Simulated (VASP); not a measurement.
Input of a VASP 6.6.1 run:

INCAR

```
SYSTEM = Ba2SnF6
ALGO     = Normal         ! electronic algorithm
EDIFF    = 1E-6           ! SCF threshold, eV
ENCUT    = 520            ! plane-wave cutoff, eV
GGA      = PE             ! functional
ISIF     = 2              ! what is computed and relaxed
ISMEAR   = 0              ! smearing method
LASPH    = .True.         ! aspherical terms in the spheres
LCHARG   = .True.         ! write CHGCAR
LELF     = .True.         ! ELF
LREAL    = .False.        ! projectors in reciprocal space
LVHAR    = .True.       
LWAVE    = .False.        ! write WAVECAR
NBANDS   = 48             ! bands
NELM     = 100            ! most SCF steps
PREC     = Accurate       ! precision mode
SIGMA    = 0.1            ! smearing width, eV
```

Contents of KPOINTS:

```
k-points
0
Gamma
  4 4 4
  0 0 0
```

File POSCAR:

```
Ba2SnF6
1.0
    0.0000000000      4.2543389100      4.2543389100
    4.2543389100      0.0000000000      4.2543389100
    4.2543389100      4.2543389100      0.0000000000
Ba Sn F
2 1 6
Direct
    0.2500000000      0.2500000000      0.2500000000
    0.7500000000      0.7500000000      0.7500000000
    0.0000000000      0.0000000000      0.0000000000
    0.7650000000      0.2350000000      0.2350000000
    0.2350000000      0.7650000000      0.2350000000
    0.2350000000      0.7650000000      0.7650000000
    0.7650000000      0.2350000000      0.7650000000
    0.2350000000      0.2350000000      0.7650000000
    0.7650000000      0.7650000000      0.2350000000
```

Potentials or basis: VASP PAW PBE potentials, release 64 (Ba_sv, Sn_d, F).

Launch:

```bash
$ cat potpaw_PBE.64/Ba_sv/POTCAR potpaw_PBE.64/Sn_d/POTCAR potpaw_PBE.64/F/POTCAR > POTCAR
$ mpirun -np 1 vasp_std > vasp.out
```

Task: What does it give for the pressure?

Result: 18.4 GPa.

Task: What does it give for the band gap on the k mesh?

Result: Zero (band 38 reaches 6.17 eV, above the bottom of band 39 at 5.79 eV).

Task: What does it give for the largest force?

Result: 3.933 eV/Å.

Forces on the atoms (eV/Å):
```
Ba   0.000  0.000  0.000
Ba   0.000  0.000  0.000
Sn   0.000  0.000  0.000
F    3.933  0.000  0.000
F    0.000  3.933  0.000
F   -3.933  0.000  0.000
F    0.000 -3.933  0.000
F    0.000  0.000  3.933
F    0.000  0.000 -3.933
```

Caveat: spin-orbit coupling is left out, which moves the levels of the heavy elements; forces of over 1 eV/Å act on the atoms, so gaps and moduli don't describe the material at rest.
